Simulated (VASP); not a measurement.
# TaSi2 (P6_222) in VASP: a series of runs, part 2 of 2

VASP 6.6.1. Earlier steps stand in the parts before.

**4. Single point, r2SCAN+U**

File POSCAR:

```
TaSi2
1.0
    4.7800000000      0.0000000000      0.0000000000
   -2.3900000000      4.1396014301      0.0000000000
    0.0000000000      0.0000000000      6.5640000000
Ta Si
3 6
Direct
    0.0000000000      0.5000000000      0.1666666667
    0.5000000000      0.5000000000      0.8333333333
    0.5000000000      0.0000000000      0.5000000000
    0.3333000000      0.1666500000      0.1666666667
    0.1666500000      0.8333500000      0.8333333333
    0.8333500000      0.6667000000      0.5000000000
    0.6667000000      0.8333500000      0.1666666667
    0.8333500000      0.1666500000      0.8333333333
    0.1666500000      0.3333000000      0.5000000000
```

File INCAR.step1:

```
SYSTEM = TaSi2
PREC = Accurate ; ENCUT = 550
ISMEAR = -1 ; SIGMA = 0.05
LREAL = .False. ; LASPH = .True.
NELM = 200 ; LMAXMIX = 4
LDAU = .True. ; LDAUTYPE = 2
LDAUL = 2 -1 ; LDAUU = 5 0
LDAUJ = 0 0 ; NBANDS = 42
GGA = PE ; ALGO = Normal
EDIFF = 1E-5 ; LWAVE = .True.
LCHARG = .False. ; GGA_COMPAT = .False.
```

File INCAR.step2:

```
SYSTEM = TaSi2
PREC = Accurate ; ENCUT = 550
EDIFF = 1E-6 ; ISMEAR = -1
SIGMA = 0.05 ; LREAL = .False.
LASPH = .True. ; NELM = 200
ALGO = Normal ; ISIF = 2
LWAVE = .False. ; LCHARG = .False.
LMAXMIX = 4 ; LDAU = .True.
LDAUTYPE = 2 ; LDAUL = 2 -1
LDAUU = 5 0 ; LDAUJ = 0 0
LDAUPRINT = 1 ; METAGGA = R2SCAN
LMIXTAU = .True. ; NBANDS = 42
ISTART = 1 ; GGA_COMPAT = .False.
```

File KPOINTS:

```
regular mesh
0
Gamma
  5 5 3
  0 0 0
```

Potentials or basis: VASP PAW PBE potentials, release 64 (Ta_sv_GW, Si).

Started as:

```sh
$ cat potpaw_PBE.64/Ta_sv_GW/POTCAR potpaw_PBE.64/Si/POTCAR > POTCAR
$ cp INCAR.step1 INCAR
$ mpirun -np 1 vasp_std > vasp.out
$ cp INCAR.step2 INCAR
$ mpirun -np 1 vasp_std > vasp.out
```

It took 3 min on 1 thread of AMD EPYC 9R45 (Zen 5), shared host; peak memory 0.28 GiB.

The run converged. Its results:

| Quantity | Value |
| --- | --- |
| Free energy | -196.0664 eV |
| Pressure | 7.7 GPa |
| Largest force | 0.982 eV/Å |
| Band gap on the k mesh | zero (an odd number of electrons rules out a gap without spin polarisation) |

Forces in eV/Å, atoms in the order of the input:
```
Ta   0.000  0.000  0.000
Ta   0.000  0.000  0.000
Ta   0.000  0.000  0.000
Si  -0.850 -0.491  0.000
Si  -0.850  0.491  0.000
Si   0.000  0.982  0.000
Si   0.850  0.491  0.000
Si   0.850 -0.491  0.000
Si   0.000 -0.982  0.000
```

Stress tensor (GPa, compression positive):
```
7.30 0.00 0.00
0.00 7.30 0.00
0.00 0.00 8.39
```

Levels at points of the mesh, in eV from the Fermi level:
```csv
k point,band 29,band 30,band 31,band 32,band 33,band 34,band 35,band 36
"(0.00, 0.00, 0.00)",-2.69,-2.66,-2.66,-2.44,0.65,3.11,3.11,3.65
```

Eigenvalues of the final occupation matrices:
```tsv
site	spin	trace	eigenvalues
site 1 d	1	1.14	0.21 0.22 0.22 0.23 0.27
site 1 d	2	1.14	0.21 0.22 0.22 0.23 0.27
site 2 d	1	1.14	0.21 0.22 0.22 0.23 0.27
site 2 d	2	1.14	0.21 0.22 0.22 0.23 0.27
site 3 d	1	1.14	0.21 0.22 0.22 0.23 0.27
site 3 d	2	1.14	0.21 0.22 0.22 0.23 0.27
```

Caveat: the cell stands under pressure; the PAW data sets were made with another functional, which shifts forces and pressure a little; spin-orbit coupling is left out, which moves the levels of the heavy elements; an odd number of electrons without spin polarisation forces a metal; a magnetic or distorted state may lie lower; U without spin polarisation on a metal has little footing; the U is typed as a test and isn't derived for this compound.

**5. Single point, r2SCAN+U**

POSCAR is that of step 4.

File INCAR.step1:

```
SYSTEM = TaSi2
ALGO     = Normal         ! electronic algorithm
EDIFF    = 1E-5           ! SCF threshold, eV
ENCUT    = 550            ! plane-wave cutoff, eV
GGA      = PE             ! functional
GGA_COMPAT= .False.      
ISMEAR   = -1             ! smearing method
LASPH    = .True.         ! aspherical terms in the spheres
LCHARG   = .False.        ! write CHGCAR
LDAU     = .True.         ! DFT+U
LDAUJ    = 0 0          
LDAUL    = 2 -1           ! shell
LDAUTYPE = 2            
LDAUU    = 6 0            ! U, eV
LMAXMIX  = 4              ! l up to which the mixer works
LREAL    = .False.        ! projectors in reciprocal space
LWAVE    = .True.         ! write WAVECAR
NBANDS   = 42             ! bands
NELM     = 200            ! most SCF steps
PREC     = Accurate       ! precision mode
SIGMA    = 0.05           ! smearing width, eV
```

File INCAR.step2:

```
SYSTEM = TaSi2
ALGO     = Normal         ! electronic algorithm
EDIFF    = 1E-6           ! SCF threshold, eV
ENCUT    = 550            ! plane-wave cutoff, eV
GGA_COMPAT= .False.      
ISIF     = 2              ! what is computed and relaxed
ISMEAR   = -1             ! smearing method
ISTART   = 1            
LASPH    = .True.         ! aspherical terms in the spheres
LCHARG   = .False.        ! write CHGCAR
LDAU     = .True.         ! DFT+U
LDAUJ    = 0 0          
LDAUL    = 2 -1           ! shell
LDAUPRINT= 1            
LDAUTYPE = 2            
LDAUU    = 6 0            ! U, eV
LMAXMIX  = 4              ! l up to which the mixer works
LMIXTAU  = .True.       
LREAL    = .False.        ! projectors in reciprocal space
LWAVE    = .False.        ! write WAVECAR
METAGGA  = R2SCAN         ! meta-GGA
NBANDS   = 42             ! bands
NELM     = 200            ! most SCF steps
PREC     = Accurate       ! precision mode
SIGMA    = 0.05           ! smearing width, eV
```

File KPOINTS:

```
k-points
0
Gamma
  5 5 3
  0 0 0
```

Started as:

```sh
$ cat potpaw_PBE.64/Ta_sv_GW/POTCAR potpaw_PBE.64/Si/POTCAR > POTCAR
$ cp INCAR.step1 INCAR
$ mpirun -np 1 vasp_std > vasp.out
$ cp INCAR.step2 INCAR
$ mpirun -np 1 vasp_std > vasp.out
```

Wall time 5.4 min (1 thread of Intel Xeon Platinum 8259CL at 2.50GHz (Skylake/Cascade Lake), shared host); peak memory 0.31 GiB.

It converged, with:

- Free energy: -193.4482 eV
- Pressure: 9.4 GPa
- Largest force: 1.009 eV/Å
- Band gap on the k mesh: zero (an odd number of electrons rules out a gap without spin polarisation)

Forces in eV/Å, atoms in the order of the input:
```
Ta   0.000  0.000  0.000
Ta   0.000  0.000  0.000
Ta   0.000  0.000  0.000
Si  -0.874 -0.504  0.000
Si  -0.874  0.504  0.000
Si   0.000  1.009  0.000
Si   0.874  0.504  0.000
Si   0.874 -0.504  0.000
Si   0.000 -1.009  0.000
```

Stress tensor (GPa, compression positive):
```
 9.03  0.00  0.00
 0.00  9.03  0.00
 0.00  0.00 10.04
```

Levels at points of the mesh, in eV from the Fermi level:
```
           k point  band 28  band 29  band 30  band 31  band 32  band 33  band 34  band 35  band 36  band 37
(0.00, 0.00, 0.00)    -2.80    -2.74    -2.70    -2.70    -2.52     0.64     3.04     3.04     3.62     3.72
```

Eigenvalues of the final occupation matrices:
| site | spin | trace | eigenvalues |
| --- | --- | --- | --- |
| site 1 d | 1 | 1.12 | 0.20 0.21 0.21 0.22 0.27 |
| site 1 d | 2 | 1.12 | 0.20 0.21 0.21 0.22 0.27 |
| site 2 d | 1 | 1.12 | 0.20 0.21 0.21 0.22 0.27 |
| site 2 d | 2 | 1.12 | 0.20 0.21 0.21 0.22 0.27 |
| site 3 d | 1 | 1.12 | 0.20 0.21 0.21 0.22 0.27 |
| site 3 d | 2 | 1.12 | 0.20 0.21 0.21 0.22 0.27 |

Caveat: the cell stands under pressure; the PAW data sets were made with another functional, which shifts forces and pressure a little; spin-orbit coupling is left out, which moves the levels of the heavy elements; an odd number of electrons without spin polarisation forces a metal; a magnetic or distorted state may lie lower; U without spin polarisation on a metal has little footing; the U is typed as a test and isn't derived for this compound.

**6. Single point, r2SCAN+U**

POSCAR is that of step 5.

File INCAR.step1:

```
PREC = Accurate
ENCUT = 550
ISMEAR = -1
SIGMA = 0.05
LREAL = F
LASPH = T
NELM = 200
LMAXMIX = 4
LDAU = T
LDAUTYPE = 2
LDAUL = 2 -1
LDAUU = 2 0
LDAUJ = 0 0
NBANDS = 42
GGA = PE
ALGO = Normal
EDIFF = 1E-5
LWAVE = T
LCHARG = F
GGA_COMPAT = F
```

File INCAR.step2:

```
PREC = Accurate
ENCUT = 550
EDIFF = 1E-6
ISMEAR = -1
SIGMA = 0.05
LREAL = F
LASPH = T
NELM = 200
ALGO = Normal
ISIF = 2
LWAVE = F
LCHARG = F
LMAXMIX = 4
LDAU = T
LDAUTYPE = 2
LDAUL = 2 -1
LDAUU = 2 0
LDAUJ = 0 0
LDAUPRINT = 1
METAGGA = R2SCAN
LMIXTAU = T
NBANDS = 42
ISTART = 1
GGA_COMPAT = F
```

File KPOINTS:

```
Automatic mesh
0
Gamma
  5 5 3
```

Potentials or basis: VASP PAW PBE potentials, release 64 (Ta_sv_GW, Si).

Started as:

```sh
$ cat potpaw_PBE.64/Ta_sv_GW/POTCAR potpaw_PBE.64/Si/POTCAR > POTCAR
$ cp INCAR.step1 INCAR
$ mpirun -np 1 vasp_std > vasp.out
$ cp INCAR.step2 INCAR
$ mpirun -np 1 vasp_std > vasp.out
```

OUTCAR:

```text
PREC = Accurate
   ENCUT = 550
   EDIFF = 1E-6
   ISMEAR = -1
   LREAL = F
   LASPH = T
   NELM = 200
   ISIF = 2
   METAGGA = R2SCAN
   ISTART = 1

 ion  position               nearest neighbor table
   1  0.000  0.500  0.167-   6 2.59   9 2.59   8 2.59   5 2.59   4 2.76   7 2.76   4 2.76   7 2.76
                             7 2.76   4 2.76   3 3.24   3 3.24   2 3.24   2 3.24
   2  0.500  0.500  0.833-   6 2.59   9 2.59   7 2.59   4 2.59   5 2.76   8 2.76   5 2.76   8 2.76
                             8 2.76   5 2.76   3 3.24   3 3.24   1 3.24   1 3.24
[... 767 lines left out ...]
  in kB       24.2761627     24.2761627     36.6778141      0.0000000     -0.0000000     -0.0000000
  external PRESSURE =      28.4100465 kB  Pullay stress =       0.0000000 kB

 VOLUME and BASIS-vectors are now :
 -----------------------------------------------------------------------------
  energy-cutoff  :      550.00
  volume of cell :      129.88
      direct lattice vectors                 reciprocal lattice vectors
     4.780000000  0.000000000  0.000000000     0.209205021  0.120784575  0.000000000
    -2.390000000  4.139601430  0.000000000     0.000000000  0.241569150  0.000000000
     0.000000000  0.000000000  6.564000000     0.000000000  0.000000000  0.152346130

 POSITION                                       TOTAL-FORCE (eV/Angst)
 -----------------------------------------------------------------------------------
     -1.19500      2.06980      1.09400         0.000000     -0.000000      0.000000
      1.19500      2.06980      5.47000         0.000000     -0.000000      0.000000
      2.39000      0.00000      3.28200         0.000000     -0.000000      0.000000
      1.19488      0.68986      1.09400        -0.778347     -0.449379      0.000000
     -1.19512      3.44974      5.47000        -0.778347      0.449379     -0.000000
      2.39000      2.75987      3.28200         0.000000      0.898758      0.000000
      1.19512      3.44974      1.09400         0.778347      0.449379     -0.000000
      3.58512      0.68986      5.47000         0.778347     -0.449379     -0.000000
     -0.00000      1.37973      3.28200         0.000000     -0.898758      0.000000
 -----------------------------------------------------------------------------------
    total drift:                                0.000000     -0.000000      0.000001

  FREE ENERGIE OF THE ION-ELECTRON SYSTEM (eV)
  ---------------------------------------------------
  free  energy   TOTEN  =      -204.1563490042 eV

  energy  without entropy=     -204.1161192114  energy(sigma->0) =     -204.13623411
```

OUTCAR.step1:

```text
PREC = Accurate
   ENCUT = 550
   ISMEAR = -1
   LREAL = F
   LASPH = T
[... 696 lines left out ...]
      2.39000      2.75987      3.28200        -0.000000      0.848448     -0.000000
      1.19512      3.44974      1.09400         0.734778      0.424224     -0.000000
      3.58512      0.68986      5.47000         0.734778     -0.424224      0.000000
     -0.00000      1.37973      3.28200        -0.000000     -0.848448     -0.000000
 -----------------------------------------------------------------------------------
    total drift:                                0.000000      0.000000      0.000001

  FREE ENERGIE OF THE ION-ELECTRON SYSTEM (eV)
  ---------------------------------------------------
  free  energy   TOTEN  =       -73.9188425642 eV

  energy  without entropy=      -73.8759286552  energy(sigma->0) =      -73.89738561
```

OSZICAR.step1:

```text
N       E                     dE             d eps       ncg     rms          rms(c)
DAV:   1     0.492858036403E+03    0.49286E+03   -0.34169E+04   848   0.146E+03
DAV:   2    -0.386200783003E+02   -0.53148E+03   -0.51592E+03  1036   0.350E+02
DAV:   3    -0.788456528285E+02   -0.40226E+02   -0.39709E+02  1160   0.881E+01
DAV:   4    -0.794993492204E+02   -0.65370E+00   -0.65229E+00  1032   0.130E+01
DAV:   5    -0.795128032335E+02   -0.13454E-01   -0.13443E-01  1144   0.178E+00    0.100E+02
DAV:   6    -0.740532125316E+02    0.54596E+01   -0.19741E+01  1004   0.156E+01    0.982E+01
DAV:   7    -0.739499064248E+02    0.10331E+00   -0.16879E+00  1096   0.549E+00    0.260E+01
DAV:   8    -0.739212459488E+02    0.28660E-01   -0.70216E-02  1118   0.149E+00    0.432E+00
DAV:   9    -0.739194534184E+02    0.17925E-02   -0.55847E-03  1104   0.438E-01    0.139E+00
DAV:  10    -0.739188219949E+02    0.63142E-03   -0.27969E-03  1012   0.366E-01    0.564E-01
DAV:  11    -0.739188348064E+02   -0.12812E-04   -0.91718E-05  1072   0.426E-02    0.285E-01
DAV:  12    -0.739188425642E+02   -0.77577E-05   -0.82827E-06   696   0.224E-02
   1 F= -.73918843E+02 E0= -.73897386E+02  d E =-.429139E-01
```

Wall time 4.7 min (1 thread of Intel Xeon Platinum 8259CL at 2.50GHz (Skylake/Cascade Lake), shared host); peak memory 0.31 GiB.

Results:

| Item | Value |
| --- | --- |
| Free energy | -204.1563 eV |
| Pressure | 2.8 GPa |
| Largest force | 0.899 eV/Å |
| Band gap on the k mesh | zero (an odd number of electrons rules out a gap without spin polarisation) |

Forces on the atoms (eV/Å):
```
Ta   0.000  0.000  0.000
Ta   0.000  0.000  0.000
Ta   0.000  0.000  0.000
Si  -0.778 -0.449  0.000
Si  -0.778  0.449  0.000
Si   0.000  0.899  0.000
Si   0.778  0.449  0.000
Si   0.778 -0.449  0.000
Si   0.000 -0.899  0.000
```

Levels at points of the mesh, in eV from the Fermi level:
```tsv
k point	band 29	band 30	band 31	band 32	band 33	band 34	band 35	band 36
(0.00, 0.00, 0.00)	-2.55	-2.54	-2.54	-2.18	0.66	3.29	3.29	3.72
```

Eigenvalues of the final occupation matrices:
| site | spin | trace | eigenvalues |
| --- | --- | --- | --- |
| site 1 d | 1 | 1.21 | 0.23 0.23 0.23 0.24 0.28 |
| site 1 d | 2 | 1.21 | 0.23 0.23 0.23 0.24 0.28 |
| site 2 d | 1 | 1.21 | 0.23 0.23 0.23 0.24 0.28 |
| site 2 d | 2 | 1.21 | 0.23 0.23 0.23 0.24 0.28 |
| site 3 d | 1 | 1.21 | 0.23 0.23 0.23 0.24 0.28 |
| site 3 d | 2 | 1.21 | 0.23 0.23 0.23 0.24 0.28 |

Caveat: the PAW data sets were made with another functional, which shifts forces and pressure a little; spin-orbit coupling is left out, which moves the levels of the heavy elements; an odd number of electrons without spin polarisation forces a metal; a magnetic or distorted state may lie lower; U without spin polarisation on a metal has little footing; the U is typed as a test and isn't derived for this compound.

**7. Overview**

| level | potentials or basis | U | k mesh | cutoff (eV) | grid for exact exchange (PRECFOCK) | share of exact exchange | screening parameter | gap on the mesh (eV) | pressure (GPa) | largest force (eV/Å) |
| --- | --- | --- | --- | --- | --- | --- | --- | --- | --- | --- |
| PBEsol+U | VASP PAW PBE potentials, release 64 (Ta_pv, Si) | Ta d U = 2.0 eV | 7 × 7 × 4 | 520 | - | - | - | none | 1.8 | 0.81 |
| HSE06 | VASP PAW PBE potentials, release 64 (Ta_pv, Si) | - | 4 × 4 × 4 | 520 | Fast | 0.25 | 0.2079 1/Å | none | -1.0 | 0.96 |
| r2SCAN+U | VASP PAW PBE potentials, release 64 (Ta_sv_GW, Si) | Ta d U = 5.0 eV | 5 × 5 × 3 | 550 | - | - | - | none | 7.7 | 0.98 |
| r2SCAN+U | VASP PAW PBE potentials, release 64 (Ta_sv_GW, Si) | Ta d U = 6.0 eV | 5 × 5 × 3 | 550 | - | - | - | none | 9.4 | 1.01 |
| r2SCAN+U | VASP PAW PBE potentials, release 64 (Ta_sv_GW, Si) | Ta d U = 2.0 eV | 5 × 5 × 3 | 550 | - | - | - | none | 2.8 | 0.90 |

Alike in all rows: task single point; no spin polarisation; cell as given; smearing fermi-dirac 0.05 eV.

Caveats: some runs use coarse meshes; the PAW data sets were made with another functional, which shifts forces and pressure a little; spin-orbit coupling is left out, which moves the levels of the heavy elements; an odd number of electrons without spin polarisation forces a metal; a magnetic or distorted state may lie lower; U without spin polarisation on a metal has little footing (at least some runs); the U is typed as a test and isn't derived for this compound (at least some runs); the cell stands under pressure (at least some runs).

Absolute energies hang on the potentials; compare differences alone.
